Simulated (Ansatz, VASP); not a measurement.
TiC: VASP beside Ansatz

The input INCAR:

```
SYSTEM = TiC
ALGO = Normal ; EDIFF = 1E-8
ENCUT = 520 ; GGA = PE
ISIF = 2 ; ISMEAR = -1
LASPH = .TRUE. ; LCHARG = .FALSE.
LEFG = .TRUE. ; LREAL = .FALSE.
LWAVE = .FALSE. ; NBANDS = 15
NELM = 80 ; PREC = Accurate
SIGMA = 0.03
```

File KPOINTS:

```
k-points
0
G
  16 16 16
  0 0 0
```

POSCAR

```
TiC
1.0
    0.0649200000      2.1964600000      2.1964600000
    2.1964600000      0.0649200000      2.1964600000
    2.1964600000      2.1964600000      0.0649200000
Ti C
1 1
Direct
    0.0000000000      0.0000000000      0.0000000000
    0.5000000000      0.5000000000      0.5000000000
```

Input for Ansatz:

```yaml
crystal:
  lattice:
    - [0.06492, 2.19646, 2.19646]
    - [2.19646, 0.06492, 2.19646]
    - [2.19646, 2.19646, 0.06492]
  atoms:
    - { symbol: Ti, position: [0.0, 0.0, 0.0] }
    - { symbol: C, position: [0.5, 0.5, 0.5] }
kpoints:
  mp_grid: { grid: [16, 16, 16] }
scf:
  occupations: { method: fermi_dirac, width: 0.03 }
hamiltonian:
  xc: pbe
  pseudopotentials: { kind: all_electron, datasets: crystal }
output:
  forces: true
  stress: true
  eigenvalues: true
  efg: { contact_densities: true }
```

Change from the starting cell: equal xy, yz and zx shear strains of +3 %, crystal datasets.

Alike in both runs: task electric field gradients; functional PBE; k mesh 16 × 16 × 16; occupations fermi-dirac, width 0.03 eV; no spin polarisation.

|  | VASP | Ansatz |
| --- | --- | --- |
| version | VASP 6.6.1 | Ansatz 0.2.0 |
| potentials or method | VASP PAW PBE potentials, release 64 (Ti_sv, C), cutoff 520 eV | all-electron PAW with datasets made for the crystal, scalar-relativistic |

VASP gave:

| Item | Value |
| --- | --- |
| pressure (GPa) | 1.3 |
| traceless stress, the component that is largest in VASP (GPa) | -5.23 |
| size of Vzz on the site where it differs most (V/Å²) | 2.5 |

Q: Which values does Ansatz return?

A: Pressure (GPa): 1.0; traceless stress, the component that is largest in VASP (GPa): -5.25; size of Vzz on the site where it differs most (V/Å²): 2.3.

Ansatz ran all-electron here, and VASP with PAW potentials.
